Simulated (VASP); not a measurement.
# Na (Fmmm) in VASP: notebook

Runs on Na. Level: PBE. Tasks: single point, relaxation of cell and atoms.

Program: VASP 6.6.1. These are calculated values, not measurements. Logs are shortened: lines on timing, memory, paths and dates and some standing lists are left out, and cuts for length are marked.

**1. The cell of the first run**

The structure is orthorhombic, space group Fmmm (No. 69). Conventional cell: a = 3.947 Å, b = 5.967 Å, c = 12.670 Å, α = 90.00°, β = 90.00°, γ = 90.00°. Na (site symmetry mm2) has 11 Na at 3.36 to 4.21 Å within 4.4 Å.

**2. Single point, PBE**

Input file INCAR:

```
SYSTEM = Na
  PREC = Accurate
  ENCUT = 520
  EDIFF = 1E-7
  ISMEAR = 0
  SIGMA = 0.1
  LREAL = .FALSE.
  LASPH = .TRUE.
  NELM = 80
  ALGO = Normal
  ISIF = 2
  LWAVE = .FALSE.
  LCHARG = .FALSE.
  GGA = PE
  NBANDS = 14
```

Input file KPOINTS:

```
regular mesh
0
G
  6 6 6
  0 0 0
```

Input file POSCAR:

```
Na
1.0
    0.0000000000      6.3348614585      1.9735341033
    2.9835578418      0.0000000000      1.9735341033
    2.9835578418      6.3348614585      0.0000000000
Na
2
Direct
    0.1327409417      0.8672590583      0.1327409417
    0.8672590583      0.1327409417      0.8672590583
```

Potentials or basis: VASP PAW PBE potentials, release 64 (Na_pv).

Command:

```sh
$ cat potpaw_PBE.64/Na_pv/POTCAR > POTCAR
$ mpirun -np 1 vasp_std > vasp.out
```

OUTCAR:

```text
SYSTEM = Na
   PREC = Accurate
   ENCUT = 520
   EDIFF = 1E-7
   ISMEAR = 0
   LREAL = .FALSE.
   LASPH = .TRUE.
   NELM = 80
   ISIF = 2
   GGA = PE

 ion  position               nearest neighbor table
   1  0.133  0.867  0.133-
   2  0.867  0.133  0.867-

  LATTYP: Found a face centered orthorhombic cell.
 ALAT       =     3.9470682066
 B/A-ratio  =     1.5117842842
 C/A-ratio  =     3.2099072663

  Lattice vectors:

 A1 = (   2.9835578418,   6.3348614585,   0.0000000000)
 A2 = (   0.0000000000,   6.3348614585,   1.9735341033)
 A3 = (   2.9835578418,   0.0000000000,   1.9735341033)

Analysis of symmetry for initial positions (statically):
=====================================================================
 Subroutine PRICEL returns:
 Original cell was already a primitive cell.

 Routine SETGRP: Setting up the symmetry group for a
 face centered orthorhombic supercell.

 Subroutine GETGRP returns: Found  8 space group operations
 (whereof  8 operations were pure point group operations)
 out of a pool of  8 trial point group operations.

The static configuration has the point symmetry D_2h.

Analysis of symmetry for dynamics (positions and initial velocities):
=====================================================================
 Subroutine PRICEL returns:
 Original cell was already a primitive cell.

 Routine SETGRP: Setting up the symmetry group for a
 face centered orthorhombic supercell.

 Subroutine GETGRP returns: Found  8 space group operations
 (whereof  8 operations were pure point group operations)
 out of a pool of  8 trial point group operations.

The dynamic configuration has the point symmetry D_2h.

 Subroutine INISYM returns: Found  8 space group operations
 (whereof  8 operations are pure point group operations),
 and found     1 'primitive' translations

----------------------------------------------------------------------------------------

                                     Primitive cell

  volume of cell :      74.6013

  direct lattice vectors                    reciprocal lattice vectors
     0.000000000  6.334861458  1.973534103    -0.167585154  0.078928324  0.253352602
     2.983557842  0.000000000  1.973534103     0.167585154 -0.078928324  0.253352602
     2.983557842  6.334861458  0.000000000     0.167585154  0.078928324 -0.253352602

  length of vectors
     6.635156860  3.577213196  7.002291560     0.313850291  0.313850291  0.313850291

  position of ions in fractional coordinates (direct lattice)
     0.132740942  0.867259058  0.132740942
     0.867259058  0.132740942  0.867259058

  ion indices of the primitive-cell ions
   primitive index   ion index
                 1           1
                 2           2

----------------------------------------------------------------------------------------

 KPOINTS: regular mesh

Automatic generation of k-mesh.
 Grid dimensions read from file:
 generate k-points for:    6    6    6

 Generating k-lattice:

  Cartesian coordinates                     Fractional coordinates (reciprocal lattice)
    -0.027930859  0.013154721  0.042225434     0.166666667  0.000000000  0.000000000
     0.027930859 -0.013154721  0.042225434     0.000000000  0.166666667  0.000000000
     0.027930859  0.013154721 -0.042225434     0.000000000  0.000000000  0.166666667

  Length of vectors
     0.052308382  0.052308382  0.052308382

  Shift w.r.t. Gamma in fractional coordinates (k-lattice)
     0.000000000  0.000000000  0.000000000

 Subroutine IBZKPT returns following result:
 ===========================================

 Found     46 irreducible k-points:

 Following reciprocal coordinates:
            Coordinates               Weight
  0.000000  0.000000  0.000000      1.000000
  0.166667  0.000000 -0.000000      8.000000
  0.333333 -0.000000  0.000000      8.000000
  0.500000 -0.000000  0.000000      4.000000
  0.166667  0.166667  0.000000      2.000000
  0.333333  0.166667 -0.000000      8.000000
[... 16 lines left out ...]
 -0.166667  0.166667  0.166667      8.000000
  0.500000  0.333333  0.166667      4.000000
 [... further k-points ...]
   k-points           NKPTS =     46   k-points in BZ     NKDIM =     46   number of bands    NBANDS=     14
   number of dos      NEDOS =    301   number of ions     NIONS =      2
   total plane-waves  NPLWV =  75600
   dimension x,y,z NGX =    50 NGY =   28 NGZ =   54
   dimension x,y,z NGXF=   100 NGYF=   56 NGZF=  108
   ions per type =               2
   NGX,Y,Z   is equivalent  to a cutoff of  12.53, 13.01, 12.82 a.u.
   NGXF,Y,Z  is equivalent  to a cutoff of  25.06, 26.03, 25.64 a.u.
 SYSTEM =  Na
   PREC   = accura    normal or accurate (medium, high low for compatibility)
   ISTART =      0    job   : 0-new  1-cont  2-samecut
   ICHARG =      2    charge: 1-file 2-atom 10-const
   ISPIN  =      1    spin polarized calculation?
   LNONCOLLINEAR =      F non collinear calculations
   LSORBIT =      F    spin-orbit coupling
   LASPH  =      T    aspherical Exc in radial PAW
   ENCUT  =  520.0 eV  38.22 Ry    6.18 a.u.  12.34  6.65 13.02*2*pi/ulx,y,z
   NELM   =     80;   NELMIN=  2; NELMDL= -5     # of ELM steps
   EDIFF  = 0.1E-06   stopping-criterion for ELM
   LREAL  =      F    real-space projection
   EDIFFG = 0.1E-05   stopping-criterion for IOM
   NSW    =      0    number of steps for IOM
   IBRION =     -1    ionic relax: 0-MD 1-quasi-New 2-CG
   NFREE  =      0    steps in history (QN), initial steepest desc. (CG)
   ISIF   =      2    stress and relaxation
   ISYM   =      2    0-nonsym 1-usesym 2-fastsym
   POTIM  = 0.5000    time-step for ionic-motion
   TEBEG  =    0.0;   TEEND  =   0.0 temperature during run
   PSTRESS=    0.0 pullay stress
   NELECT =      14.0000    total number of electrons
   NUPDOWN=      -1.0000    fix difference up-down
   EMIN   =  10.00;   EMAX   =-10.00  energy-range for DOS
   EFERMI =   0.00;   METHOD = LEGACY
   ISMEAR =     0;   SIGMA  =   0.10  broadening in eV -4-tet -1-fermi 0-gaus
   EFERMI_NEDOS =   21; number of points for ismear=-14 and -15
   IALGO  =     38    algorithm
   IMIX   =      4    mixing-type and parameters
     AMIX     =   0.40;   BMIX     =  1.00
     AMIX_MAG =   1.60;   BMIX_MAG =  1.00
  volume/ion in A,a.u.               =      37.30       251.72
  Fermi-wavevector in a.u.,A,eV,Ry     =   0.937279  1.771200 11.952602  0.878491
  Thomas-Fermi vector in A             =   2.064374
   LORBIT       =      0    0 simple, 1 ext, 2 COOP (PROOUT), +10 PAW based schemes
   GGA     = PE    functional components
   LHFCALC =     F    Hartree Fock is set to
   AEXX    =    0.0000 exact exchange contribution
   IVDW    =     0    specifies the selected vdW correction
   LEPSILON=     F    determine dielectric tensor
   LRPA    =     F    only Hartree local field effects (RPA)
 non-spin polarized calculation
 Gauss-broadening in eV      SIGMA  =   0.10
  energy-cutoff  :      520.00
  volume of cell :       74.60
 maximum number of plane-waves:      2038
 NGX is ok and might be reduce to    50
   NGX = 25   NGY = 13   NGZ = 25

 number of electron      13.9999989 magnetization

 Free energy of the ion-electron system (eV)
  ---------------------------------------------------
  ext. energy  EPLUGINS =         0.00000000
  ---------------------------------------------------
  free energy    TOTEN  =        -2.52457961 eV

  energy without entropy =       -2.51933012  energy(sigma->0) =       -2.52195487

 E-fermi :   0.3485     XC(G=0):  -6.4795

 val. band max:        0.2843506285   @ k =   0.5000  -0.0000   0.1667
 cond. band min:       0.4084523095   @ k =   0.5000   0.1667  -0.0000
 fundamental gap:      0.1241016809
 Fermi energy:         0.3484957910

 k-point     1 :       0.0000    0.0000    0.0000
  band No.  band energies     occupation
      1     -24.6904      2.00000
      2     -24.6444      2.00000
      3     -24.6417      2.00000
      4     -24.6412      2.00000
      5     -24.6403      2.00000
      6     -24.6383      2.00000
      7      -2.9555      2.00000
      8       0.6574      0.00001
      9       0.9826      0.00000
     10      10.2425      0.00000
     11      10.2644      0.00000
     12      10.6274      0.00000
     13      11.1588      0.00000
     14      11.3456      0.00000

 k-point     2 :       0.1667    0.0000   -0.0000
  band No.  band energies     occupation
      1     -24.6875      2.00000
      2     -24.6518      2.00000
      3     -24.6486      2.00000
      4     -24.6427      2.00000
      5     -24.6412      2.00000
      6     -24.6403      2.00000
      7      -2.5313      2.00000
      8       0.5850      0.00082
      9       1.8459      0.00000
     10       7.0050      0.00000
     11       7.6124      0.00000
     12       9.5488      0.00000
     13      10.1417      0.00000
     14      10.5074      0.00000

 k-point     3 :       0.3333   -0.0000    0.0000
  band No.  band energies     occupation
      1     -24.6817      2.00000
      2     -24.6679      2.00000
      3     -24.6625      2.00000
      4     -24.6479      2.00000
      5     -24.6423      2.00000
      6     -24.6411      2.00000
      7      -1.2794      2.00000
      8       1.1775      0.00000
      9       3.2699      0.00000
     10       3.9042      0.00000
     11       4.7953      0.00000
     12       8.7927      0.00000
     13       8.9449      0.00000
     14       9.6266      0.00000

 k-point     4 :       0.5000   -0.0000    0.0000
  band No.  band energies     occupation
      1     -24.6803      2.00000
      2     -24.6764      2.00000
      3     -24.6670      2.00000
      4     -24.6507      2.00000
      5     -24.6423      2.00000
      6     -24.6422      2.00000
      7       0.6492      0.00002
      8       0.8421      0.00000
      9       2.4025      0.00000
     10       2.7946      0.00000
     11       6.0445      0.00000
     12       6.2628      0.00000
     13       8.6578      0.00000
     14       9.0079      0.00000

 k-point     5 :       0.1667    0.1667    0.0000
  band No.  band energies     occupation
      1     -24.6843      2.00000
      2     -24.6568      2.00000
      3     -24.6521      2.00000
      4     -24.6494      2.00000
      5     -24.6477      2.00000
      6     -24.6415      2.00000
      7      -1.8566      2.00000
      8       1.6476      0.00000
      9       2.0428      0.00000
     10       5.7237      0.00000
     11       6.0371      0.00000
[... 276 lines left out ...]
 k-point    22 :      -0.3333    0.1667    0.1667
  band No.  band energies     occupation
      1     -24.6805      2.00000
      2     -24.6738      2.00000
      3     -24.6686      2.00000
      4     -24.6525      2.00000
      5     -24.6479      2.00000
      6     -24.6429      2.00000
      7       0.1111      1.99921
      8       2.0999      0.00000
      9       2.5696      0.00000
     10       3.4291      0.00000
     11       5.0191      0.00000
     12       5.5594      0.00000
     13       7.8815      0.00000
     14       8.4621      0.00000

 k-point    23 :      -0.1667    0.1667    0.1667
  band No.  band energies     occupation
      1     -24.6843      2.00000
      2     -24.6648      2.00000
      3     -24.6622      2.00000
      4     -24.6483      2.00000
      5     -24.6457      2.00000
      6     -24.6409      2.00000
      7      -1.5762      2.00000
      8       1.4813      0.00000
      9       2.7328      0.00000
     10       5.2984      0.00000
     11       5.8421      0.00000
     12       6.6708      0.00000
     13       9.5183      0.00000
     14      10.4784      0.00000

 k-point    24 :       0.5000    0.3333    0.1667
  band No.  band energies     occupation
      1     -24.6751      2.00000
      2     -24.6694      2.00000
      3     -24.6659      2.00000
      4     -24.6645      2.00000
      5     -24.6561      2.00000
      6     -24.6465      2.00000
      7       1.3940      0.00000
      8       2.3941      0.00000
      9       2.9387      0.00000
     10       3.5883      0.00000
     11       3.7490      0.00000
     12       4.5110      0.00000
     13       6.4867      0.00000
     14       8.2552      0.00000

 [... further k-points ...]

------------------------ aborting loop because EDIFF is reached ----------------------------------------

  FORCE on cell =-STRESS in cart. coord.  units (eV):
  Direction    XX          YY          ZZ          XY          YZ          ZX
  --------------------------------------------------------------------------------------
  -------------------------------------------------------------------------------------
  Total        0.0711397      0.1059460      0.0529983      0.0000000      0.0000000      0.0000000
  in kB        1.5278353      2.2753547      1.1382213      0.0000000      0.0000000      0.0000000
  external PRESSURE =       1.6471371 kB  Pullay stress =       0.0000000 kB

 VOLUME and BASIS-vectors are now :
 -----------------------------------------------------------------------------
  energy-cutoff  :      520.00
  volume of cell :       74.60
      direct lattice vectors                 reciprocal lattice vectors
     0.000000000  6.334861458  1.973534103    -0.167585154  0.078928324  0.253352602
     2.983557842  0.000000000  1.973534103     0.167585154 -0.078928324  0.253352602
     2.983557842  6.334861458  0.000000000     0.167585154  0.078928324 -0.253352602

 POSITION                                       TOTAL-FORCE (eV/Angst)
 -----------------------------------------------------------------------------------
      2.98356      1.68179      1.97353         0.000000     -0.002164      0.000000
      2.98356     10.98793      1.97353         0.000000      0.002164      0.000000
 -----------------------------------------------------------------------------------
    total drift:                               -0.000000      0.000000     -0.000000

  FREE ENERGIE OF THE ION-ELECTRON SYSTEM (eV)
  ---------------------------------------------------
  free  energy   TOTEN  =        -2.5245796105 eV

  energy  without entropy=       -2.5193301198  energy(sigma->0) =       -2.52195487
```

Run time: 26 s. Hardware: 1 thread of Intel Xeon 6975P-C (Granite Rapids), shared host; peak memory 0.25 GiB.

Results:

| Item | Value |
| --- | --- |
| Free energy | -2.5246 eV |
| Pressure | 0.2 GPa |
| Band gap on the k mesh | zero (bands 7 and 8 overlap by 3.88 eV) |

Forces in eV/Å, atoms in the order of the input:
```
Na   0.000 -0.002  0.000
Na   0.000  0.002  0.000
```

Stress tensor (GPa, compression positive):
```
0.15 0.00 0.00
0.00 0.23 0.00
0.00 0.00 0.11
```

Levels at points of the mesh, in eV from the Fermi level:
| k point | band 3 | band 4 | band 5 | band 6 | band 7 | band 8 | band 9 | band 10 | band 11 | band 12 |
| --- | --- | --- | --- | --- | --- | --- | --- | --- | --- | --- |
| (0.00, 0.00, 0.00) | -24.99 | -24.99 | -24.99 | -24.99 | -3.30 | 0.31 | 0.63 | 9.89 | 9.92 | 10.28 |
| (0.50, 0.00, 0.00) | -25.02 | -25.00 | -24.99 | -24.99 | 0.30 | 0.49 | 2.05 | 2.45 | 5.70 | 5.91 |
| (0.50, 0.50, 0.00) | -25.01 | -25.01 | -25.00 | -25.00 | 1.42 | 1.70 | 2.01 | 2.21 | 6.01 | 6.04 |
| (0.50, 0.00, 0.50) | -25.00 | -24.99 | -24.99 | -24.99 | -2.46 | -2.21 | 4.88 | 4.93 | 9.17 | 10.26 |
| (0.00, 0.50, 0.50) | -25.02 | -25.01 | -25.00 | -24.99 | 0.69 | 1.17 | 4.10 | 4.24 | 4.37 | 4.98 |

[end of part 1 of 2]

The gap in the log of VASP goes by the Fermi energy; the results here count the filled bands.